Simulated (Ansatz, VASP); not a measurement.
Ta3HN3: VASP beside Ansatz

The input INCAR:

```
ALGO = Normal ; DIPOL = 0.5 0.5 0.308
EDIFF = 1E-6 ; ENCUT = 520
GGA = PE ; IDIPOL = 3
ISIF = 2 ; ISMEAR = 0
ISPIN = 2 ; LASPH = True
LCHARG = False ; LDIPOL = True
LMAXMIX = 4 ; LORBIT = 11
LREAL = False ; LWAVE = False
MAGMOM = 0 0 0 0 0 0 1 ; NBANDS = 38
NELM = 150 ; PREC = Accurate
SIGMA = 0.1
```

File KPOINTS:

```
k-points
0
Gamma
  9 9 1
```

File POSCAR:

```
Ta3HN3
1.0
    3.1228193035      0.0000000000      0.0000000000
    0.0000000000      3.1228193035      0.0000000000
    0.0000000000      0.0000000000     21.5908392430
Ta N H
3 3 1
Direct
    0.0000000000      0.0000000000      0.1852637572
    0.5000000000      0.5000000000      0.2890369107
    0.0000000000      0.0000000000      0.3832407719
    0.5000000000      0.5000000000      0.1852637572
    0.0000000000      0.0000000000      0.2843927699
    0.5000000000      0.5000000000      0.3978927890
    0.6250000000      0.6250000000      0.4335560623
```

Input for Ansatz:

```yaml
crystal:
  lattice:
    - [3.1228193035, 0.0, 0.0]
    - [0.0, 3.1228193035, 0.0]
    - [0.0, 0.0, 21.590839243]
  atoms:
    - { symbol: Ta, position: [0.0, 0.0, 0.1852637572] }
    - { symbol: "N", position: [0.5, 0.5, 0.1852637572] }
    - { symbol: Ta, position: [0.5, 0.5, 0.2890369107] }
    - { symbol: "N", position: [0.0, 0.0, 0.2843927699] }
    - { symbol: Ta, position: [0.0, 0.0, 0.3832407719] }
    - { symbol: "N", position: [0.5, 0.5, 0.397892789] }
    - { symbol: H, position: [0.625, 0.625, 0.4335560623], spin: 1.0 }
basis:
  ecutwfc: 420
kpoints:
  mp_grid: { grid: [9, 9, 1] }
hamiltonian:
  xc: pbe
  pseudopotentials: { kind: paw, azcp: { folder: soft_1 } }
scf:
  occupations: { method: gaussian, width: 0.1 }
output:
  forces: true
  eigenvalues: true
  populations: true
magnetization:
  spin_polarized: true
efield:
  axis: 3
  dipole_correction: true
  ramp_width: 0.04
```

Alike in both runs: task single point; functional PBE; k mesh 9 × 9 × 1; occupations gaussian, width 0.1 eV; collinear spin.

|  | VASP | Ansatz |
| --- | --- | --- |
| version | VASP 6.6.1 | Ansatz 0.2.0 |
| potentials or method | VASP PAW PBE potentials, release 64 (Ta_pv, N, H), cutoff 520 eV | scalar-relativistic, plane waves, PAW |
| valence electrons in the cell | 49 | 55 |

Ansatz gave:

* gap on the k mesh at the Fermi level (eV): none
* rms of the force components (eV/Å): 1.748
* net moment per atom (μB): 0.00

Task: What did VASP give for the same quantities?

Result: gap on the k mesh at the Fermi level (eV): none; rms of the force components (eV/Å): 1.761; net moment per atom (μB): 0.00.

A gap of «none» marks a metal or a gap that the smearing closes. VASP's potentials hold 49 valence electrons a cell and Ansatz's 55, so a difference there can come from the potentials and not from the codes. Ansatz's warnings: seeded moment not kept.

Neither program's run includes spin-orbit coupling.
